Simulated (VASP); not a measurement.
# SiGe in VASP: notebook

Runs on SiGe. Level: PBEsol. Tasks: single point.

Everything below comes from runs of VASP 6.6.1. Logs are shortened: lines on timing, memory, paths and dates and some standing lists are left out, and cuts for length are marked.

## Step 1: The cell of the first run

The cell holds a wire or tube with vacuum around it, 8 atoms: a = 12.900 Å, b = 12.700 Å, c = 6.443 Å, α = 90.00°, β = 90.00°, γ = 90.00°.

## Step 2: Single point, PBEsol, collinear spin

INCAR reads:

```
ALGO = Normal
EDIFF = 1E-6
ENCUT = 520
GGA = PS
ISIF = 2
ISMEAR = 0
ISPIN = 2
LASPH = True
LCHARG = False
LORBIT = 11
LREAL = False
LWAVE = False
MAGMOM = 0.3 0.3 0.3 0.3 0.3 0.3 0.3 0.3
NBANDS = 50
NELM = 150
PREC = Accurate
SIGMA = 0.05
```

KPOINTS reads:

```
k-points
0
Gamma
  1 1 5
```

POSCAR reads:

```
SiGe
1.0
   12.9000000000      0.0000000000      0.0000000000
    0.0000000000     12.7000000000      0.0000000000
    0.0000000000      0.0000000000      6.4433927736
Si Ge
4 4
Direct
    0.5000000000      0.5443309187      0.8745463424
    0.5000000000      0.3670072440      0.3745463424
    0.3488140738      0.6329927560      0.3745463424
    0.6511859262      0.6329927560      0.3745463424
    0.5000000000      0.5443309187      0.5004526576
    0.5000000000      0.3670072440      0.0004526576
    0.3488140738      0.6329927560      0.0004526576
    0.6511859262      0.6329927560      0.0004526576
```

Potentials or basis: VASP PAW PBE potentials, release 64 (Si, Ge_d).

The run is started by

```sh
cat potpaw_PBE.64/Si/POTCAR potpaw_PBE.64/Ge_d/POTCAR > POTCAR
mpirun -np 1 vasp_std > vasp.out
```

OUTCAR:

```text
EDIFF = 1E-6
   ENCUT = 520
   GGA = PS
   ISIF = 2
   ISMEAR = 0
   ISPIN = 2
   LASPH = True
   LORBIT = 11
   LREAL = False
   NELM = 150
   PREC = Accurate

 ion  position               nearest neighbor table
   1  0.500  0.544  0.875-   7 2.39   8 2.39   6 2.39   5 2.41
   2  0.500  0.367  0.375-   5 2.39   6 2.41
   3  0.349  0.633  0.375-   5 2.39   7 2.41
   4  0.651  0.633  0.375-   5 2.39   8 2.41
   5  0.500  0.544  0.500-   3 2.39   4 2.39   2 2.39   1 2.41
   6  0.500  0.367  0.000-   1 2.39   2 2.41
   7  0.349  0.633  0.000-   1 2.39   3 2.41
   8  0.651  0.633  0.000-   1 2.39   4 2.41

  LATTYP: Found a simple orthorhombic cell.
 ALAT       =     6.4433927736
 B/A-ratio  =     1.9710113051
 C/A-ratio  =     2.0020508532

  Lattice vectors:

 A1 = (   0.0000000000,   0.0000000000,  -6.4433927736)
 A2 = (   0.0000000000,  12.7000000000,   0.0000000000)
 A3 = (  12.9000000000,   0.0000000000,   0.0000000000)

Analysis of symmetry for initial positions (statically):
=====================================================================
 Subroutine PRICEL returns:
 Original cell was already a primitive cell.

 Routine SETGRP: Setting up the symmetry group for a
 simple orthorhombic supercell.

 Subroutine GETGRP returns: Found  2 space group operations
 (whereof  2 operations were pure point group operations)
 out of a pool of  8 trial point group operations.

The static configuration has the point symmetry C_1h.

Analysis of symmetry for dynamics (positions and initial velocities):
=====================================================================
 Subroutine PRICEL returns:
 Original cell was already a primitive cell.

 Routine SETGRP: Setting up the symmetry group for a
 simple orthorhombic supercell.

 Subroutine GETGRP returns: Found  2 space group operations
 (whereof  2 operations were pure point group operations)
 out of a pool of  8 trial point group operations.

The dynamic configuration has the point symmetry C_1h.

Analysis of structural, dynamic, and magnetic symmetry:
=====================================================================
 Subroutine PRICEL returns:
 Original cell was already a primitive cell.

 Routine SETGRP: Setting up the symmetry group for a
 simple orthorhombic supercell.

 Subroutine GETGRP returns: Found  2 space group operations
 (whereof  2 operations were pure point group operations)
 out of a pool of  8 trial point group operations.

The overall configuration has the point symmetry C_1h.

 Subroutine INISYM returns: Found  2 space group operations
 (whereof  2 operations are pure point group operations),
 and found     1 'primitive' translations

----------------------------------------------------------------------------------------

                                     Primitive cell

  volume of cell :    1055.6210

  direct lattice vectors                    reciprocal lattice vectors
    12.900000000  0.000000000  0.000000000     0.077519380  0.000000000  0.000000000
     0.000000000 12.700000000  0.000000000     0.000000000  0.078740157  0.000000000
     0.000000000  0.000000000  6.443392774     0.000000000  0.000000000  0.155197741

  length of vectors
    12.900000000 12.700000000  6.443392774     0.077519380  0.078740157  0.155197741

  position of ions in fractional coordinates (direct lattice)
     0.500000000  0.544330919  0.874546342
     0.500000000  0.367007244  0.374546342
     0.348814074  0.632992756  0.374546342
     0.651185926  0.632992756  0.374546342
     0.500000000  0.544330919  0.500452658
     0.500000000  0.367007244  0.000452658
     0.348814074  0.632992756  0.000452658
     0.651185926  0.632992756  0.000452658

  ion indices of the primitive-cell ions
   primitive index   ion index
                 1           1
                 2           2
                 3           3
                 4           4
                 5           5
                 6           6
                 7           7
                 8           8

----------------------------------------------------------------------------------------

 KPOINTS: k-points

Automatic generation of k-mesh.
 Grid dimensions read from file:
 generate k-points for:    1    1    5

 Generating k-lattice:

  Cartesian coordinates                     Fractional coordinates (reciprocal lattice)
     0.077519380  0.000000000  0.000000000     1.000000000  0.000000000  0.000000000
     0.000000000  0.078740157  0.000000000     0.000000000  1.000000000  0.000000000
     0.000000000  0.000000000  0.031039548     0.000000000  0.000000000  0.200000000

  Length of vectors
     0.077519380  0.078740157  0.031039548

  Shift w.r.t. Gamma in fractional coordinates (k-lattice)
     0.000000000  0.000000000  0.000000000

 Subroutine IBZKPT returns following result:
 ===========================================

 Found      3 irreducible k-points:

 Following reciprocal coordinates:
            Coordinates               Weight
  0.000000  0.000000  0.000000      1.000000
  0.000000  0.000000  0.200000      2.000000
  0.000000  0.000000  0.400000      2.000000
   k-points           NKPTS =      3   k-points in BZ     NKDIM =      3   number of bands    NBANDS=     50
   number of dos      NEDOS =    301   number of ions     NIONS =      8
   total plane-waves  NPLWV = 442368
   dimension x,y,z NGX =    96 NGY =   96 NGZ =   48
   dimension x,y,z NGXF=   192 NGYF=  192 NGZF=   96
   ions per type =               4   4
   NGX,Y,Z   is equivalent  to a cutoff of  12.37, 12.57, 12.38 a.u.
   NGXF,Y,Z  is equivalent  to a cutoff of  24.74, 25.13, 24.77 a.u.
 SYSTEM =  unknown system
   PREC   = accura    normal or accurate (medium, high low for compatibility)
   ISTART =      0    job   : 0-new  1-cont  2-samecut
   ICHARG =      2    charge: 1-file 2-atom 10-const
   ISPIN  =      2    spin polarized calculation?
   LNONCOLLINEAR =      F non collinear calculations
   LSORBIT =      F    spin-orbit coupling
   LASPH  =      T    aspherical Exc in radial PAW
   ENCUT  =  520.0 eV  38.22 Ry    6.18 a.u.  23.99 23.61 11.98*2*pi/ulx,y,z
   NELM   =    150;   NELMIN=  2; NELMDL= -5     # of ELM steps
   EDIFF  = 0.1E-05   stopping-criterion for ELM
   LREAL  =      F    real-space projection
   EDIFFG = 0.1E-04   stopping-criterion for IOM
   NSW    =      0    number of steps for IOM
   IBRION =     -1    ionic relax: 0-MD 1-quasi-New 2-CG
   NFREE  =      0    steps in history (QN), initial steepest desc. (CG)
   ISIF   =      2    stress and relaxation
   ISYM   =      2    0-nonsym 1-usesym 2-fastsym
   POTIM  = 0.5000    time-step for ionic-motion
   TEBEG  =    0.0;   TEEND  =   0.0 temperature during run
   PSTRESS=    0.0 pullay stress
   NELECT =      72.0000    total number of electrons
   NUPDOWN=      -1.0000    fix difference up-down
   EMIN   =  10.00;   EMAX   =-10.00  energy-range for DOS
   EFERMI =   0.00;   METHOD = LEGACY
   ISMEAR =     0;   SIGMA  =   0.05  broadening in eV -4-tet -1-fermi 0-gaus
   EFERMI_NEDOS =   21; number of points for ismear=-14 and -15
   IALGO  =     38    algorithm
   IMIX   =      4    mixing-type and parameters
     AMIX     =   0.40;   BMIX     =  1.00
     AMIX_MAG =   1.60;   BMIX_MAG =  1.00
  volume/ion in A,a.u.               =     131.95       890.46
  Fermi-wavevector in a.u.,A,eV,Ry     =   0.668882  1.264004  6.087293  0.447403
  Thomas-Fermi vector in A             =   1.743929
   LORBIT       =     11    0 simple, 1 ext, 2 COOP (PROOUT), +10 PAW based schemes
   GGA     = PS    functional components
   LHFCALC =     F    Hartree Fock is set to
   AEXX    =    0.0000 exact exchange contribution
   IVDW    =     0    specifies the selected vdW correction
   LEPSILON=     F    determine dielectric tensor
   LRPA    =     F    only Hartree local field effects (RPA)
 spin polarized calculation
 Gauss-broadening in eV      SIGMA  =   0.05
  energy-cutoff  :      520.00
  volume of cell :     1055.62
 maximum number of plane-waves:     28431
 NGX is ok and might be reduce to    96
   NGX = 47   NGY = 47   NGZ = 23

 number of electron      71.9999923 magnetization       1.5908543

 Free energy of the ion-electron system (eV)
  ---------------------------------------------------
  ext. energy  EPLUGINS =         0.00000000
  ---------------------------------------------------
  free energy    TOTEN  =       -31.02210137 eV

  energy without entropy =      -31.00906798  energy(sigma->0) =      -31.01558467

 E-fermi :  -3.2433     XC(G=0):  -2.7327

 val. band max:       -3.2778249202   @ k =   0.0000   0.0000   0.2000
 cond. band min:      -3.2281754090   @ k =   0.0000   0.0000   0.0000
 fundamental gap:      0.0496495112
 Fermi energy:        -3.2433201563

 spin component 1

 k-point     1 :       0.0000    0.0000    0.0000
  band No.  band energies     occupation
      1     -27.3604      1.00000
      2     -27.3584      1.00000
      3     -27.3576      1.00000
      4     -27.3396      1.00000
      5     -27.3391      1.00000
      6     -27.3361      1.00000
[... 40 lines left out ...]
     47       1.0120      0.00000
     48       1.3759      0.00000

 k-point     2 :       0.0000    0.0000    0.2000
  band No.  band energies     occupation
      1     -27.3604      1.00000
      2     -27.3584      1.00000
      3     -27.3576      1.00000
      4     -27.3396      1.00000
      5     -27.3390      1.00000
      6     -27.3361      1.00000
[... 40 lines left out ...]
     47       1.0833      0.00000
     48       1.5040      0.00000

 k-point     3 :       0.0000    0.0000    0.4000
  band No.  band energies     occupation
      1     -27.3604      1.00000
      2     -27.3584      1.00000
      3     -27.3576      1.00000
      4     -27.3396      1.00000
      5     -27.3390      1.00000
      6     -27.3361      1.00000
[... 40 lines left out ...]
     47       1.2967      0.00000
     48       1.4833      0.00000
 Fermi energy:        -3.2433201563

 spin component 2

 k-point     1 :       0.0000    0.0000    0.0000
  band No.  band energies     occupation
      1     -27.3404      1.00000
      2     -27.3385      1.00000
      3     -27.3376      1.00000
      4     -27.3160      1.00000
      5     -27.3153      1.00000
      6     -27.3123      1.00000
[... 40 lines left out ...]
     47       1.1478      0.00000
     48       1.4700      0.00000

 k-point     2 :       0.0000    0.0000    0.2000
  band No.  band energies     occupation
      1     -27.3404      1.00000
      2     -27.3385      1.00000
      3     -27.3376      1.00000
      4     -27.3160      1.00000
      5     -27.3153      1.00000
      6     -27.3123      1.00000
[... 40 lines left out ...]
     47       1.1904      0.00000
     48       1.6162      0.00000

 k-point     3 :       0.0000    0.0000    0.4000
  band No.  band energies     occupation
      1     -27.3404      1.00000
      2     -27.3385      1.00000
      3     -27.3376      1.00000
      4     -27.3160      1.00000
      5     -27.3153      1.00000
      6     -27.3123      1.00000
[... 40 lines left out ...]
     47       1.4377      0.00000
     48       1.6130      0.00000
 [bands above 48 left out]

------------------------ aborting loop because EDIFF is reached ----------------------------------------

  FORCE on cell =-STRESS in cart. coord.  units (eV):
  Direction    XX          YY          ZZ          XY          YZ          ZX
  --------------------------------------------------------------------------------------
  -------------------------------------------------------------------------------------
  Total       -2.4277615     -2.4054195     -1.0463263      0.0000000      0.0000783      0.0000000
  in kB       -3.6847545     -3.6508449     -1.5880702      0.0000000      0.0001189      0.0000000
  external PRESSURE =      -2.9745565 kB  Pullay stress =       0.0000000 kB

 VOLUME and BASIS-vectors are now :
 -----------------------------------------------------------------------------
  energy-cutoff  :      520.00
  volume of cell :     1055.62
      direct lattice vectors                 reciprocal lattice vectors
    12.900000000  0.000000000  0.000000000     0.077519380  0.000000000  0.000000000
     0.000000000 12.700000000  0.000000000     0.000000000  0.078740157  0.000000000
     0.000000000  0.000000000  6.443392774     0.000000000  0.000000000  0.155197741

 POSITION                                       TOTAL-FORCE (eV/Angst)
 -----------------------------------------------------------------------------------
      6.45000      6.91300      5.63505         0.000000     -0.000385     -0.485448
      6.45000      4.66099      2.41335         0.000000      0.362635      0.222259
      4.49970      8.03901      2.41335         0.314807     -0.181085      0.223958
      8.40030      8.03901      2.41335        -0.314807     -0.181085      0.223958
      6.45000      6.91300      3.22461         0.000000     -0.000188      0.545203
      6.45000      4.66099      0.00292         0.000000      0.345059     -0.242277
      4.49970      8.03901      0.00292         0.299513     -0.172476     -0.243826
      8.40030      8.03901      0.00292        -0.299513     -0.172476     -0.243826
 -----------------------------------------------------------------------------------
    total drift:                                0.000000     -0.000503      0.003271

  FREE ENERGIE OF THE ION-ELECTRON SYSTEM (eV)
  ---------------------------------------------------
  free  energy   TOTEN  =       -31.0221013663 eV

  energy  without entropy=      -31.0090679752  energy(sigma->0) =      -31.01558467

 total charge

# of ion       s       p       d       tot
------------------------------------------
    1        0.784   0.869   0.000   1.654
    2        0.888   0.682   0.000   1.570
    3        0.888   0.682   0.000   1.570
    4        0.888   0.682   0.000   1.570
    5        1.137   1.297  10.037  12.471
    6        1.251   0.979   9.994  12.224
    7        1.251   0.979   9.994  12.224
    8        1.251   0.979   9.994  12.224
--------------------------------------------------
tot          8.338   7.151  40.019  55.507

 magnetization (x)

# of ion       s       p       d       tot
------------------------------------------
    1       -0.000   0.032   0.000   0.031
    2        0.006   0.080   0.000   0.086
    3        0.006   0.080   0.000   0.085
    4        0.006   0.080   0.000   0.085
    5       -0.002   0.045   0.009   0.052
    6        0.004   0.100   0.002   0.106
    7        0.004   0.099   0.002   0.105
    8        0.004   0.099   0.002   0.105
--------------------------------------------------
tot          0.029   0.614   0.014   0.657
```

Run time: 7 min. Hardware: 1 thread of Intel Xeon 6975P-C (Granite Rapids), shared host; peak memory 1.3 GiB.

Results:

| Quantity | Value |
| --- | --- |
| Free energy | -31.0221 eV |
| Largest force | 0.545 eV/Å |
| Net moment | 1.59 μB per cell |
| Site moments | Si +0.03, +0.09 (each value once); Ge +0.05, +0.11, +0.10 (each value once) μB |
| Valence electrons inside the program's atomic spheres | Si 1.65, 1.57 (each value once); Ge 12.47, 12.22 (each value once) |

Forces on the atoms (eV/Å):
```
Si   0.000  0.000 -0.485
Si   0.000  0.363  0.222
Si   0.315 -0.181  0.224
Si  -0.315 -0.181  0.224
Ge   0.000  0.000  0.545
Ge   0.000  0.345 -0.242
Ge   0.300 -0.172 -0.244
Ge  -0.300 -0.172 -0.244
```

Caveat: a moment this small can come from the mesh or the smearing; the PAW data sets were made with another functional, which shifts forces and pressure a little.

## Step 3: Single point, PBEsol, collinear spin

This run uses another cell than the first one.

INCAR reads:

```
PREC = Accurate ; ENCUT = 520
EDIFF = 1E-6 ; ISMEAR = 0
SIGMA = 0.05 ; LREAL = False
LASPH = True ; NELM = 150
ALGO = Normal ; ISIF = 2
LWAVE = False ; LCHARG = False
ISPIN = 2 ; MAGMOM = 0.3 0.3 0.3 0.3 0.3 0.3 0.3 0.3
LORBIT = 11 ; GGA = PS
NBANDS = 50
```

KPOINTS reads:

```
Automatic mesh
0
Gamma
  1 1 5
```

POSCAR reads:

```
SiGe
1.0
   12.9000000000      0.0000000000      0.0000000000
    0.0000000000     12.7000000000      0.0000000000
    0.0000000000      0.0000000000      6.5877546055
Si Ge
4 4
Direct
    0.5000000000      0.5061835951      0.9881389880
    0.5000000000      0.4271690229      0.3560575174
    0.4045765058      0.5905469004      0.2848093282
    0.5954234942      0.5905469004      0.2848093282
    0.5000000000      0.5699354813      0.6282838344
    0.5000000000      0.3190265628      0.0628489457
    0.3960964053      0.6756194433     -0.0524759709
    0.6039035947      0.6756194433     -0.0524759709
```

Potentials or basis: VASP PAW PBE potentials, release 64 (Si, Ge_d).

The run is started by

```sh
cat potpaw_PBE.64/Si/POTCAR potpaw_PBE.64/Ge_d/POTCAR > POTCAR
mpirun -np 1 vasp_std > vasp.out
```

It took 6.8 min on 1 thread of Intel Xeon 6975P-C (Granite Rapids), shared host; peak memory 1.4 GiB.

It converged, with:

```
Free energy                                           : -34.9535 eV
Largest force                                         : 0.011 eV/Å
Net moment                                            : 0.80 μB per cell
Site moments                                          : Si -0.00, +0.01, +0.06 (each value once); Ge +0.01, +0.00, +0.10 (each value once) μB
Valence electrons inside the program's atomic spheres : Si 1.63, 1.61 (each value once); Ge 12.29, 12.22, 12.24 (each value once)
```

Forces in eV/Å, atoms in the order of the input:
```
Si   0.000 -0.007 -0.002
Si   0.000 -0.007  0.003
Si  -0.001  0.003  0.006
Si   0.001  0.003  0.006
Ge   0.000  0.000 -0.005
Ge   0.000 -0.009 -0.005
Ge  -0.005  0.009 -0.001
Ge   0.005  0.009 -0.001
```

Levels at points of the mesh, in eV from the Fermi level:
Spin up:
| k point | band 33 | band 34 | band 35 | band 36 | band 37 | band 38 | band 39 | band 40 |
| --- | --- | --- | --- | --- | --- | --- | --- | --- |
| (0.00, 0.00, 0.00) | -2.05 | -1.44 | -0.50 | -0.21 | 0.66 | 0.84 | 1.13 | 1.66 |
Spin down:
```csv
k point,band 33,band 34,band 35,band 36,band 37,band 38
"(0.00, 0.00, 0.00)",-1.96,-1.34,-0.46,0.14,0.69,0.93
```

Caveat: a moment this small can come from the mesh or the smearing; the PAW data sets were made with another functional, which shifts forces and pressure a little.
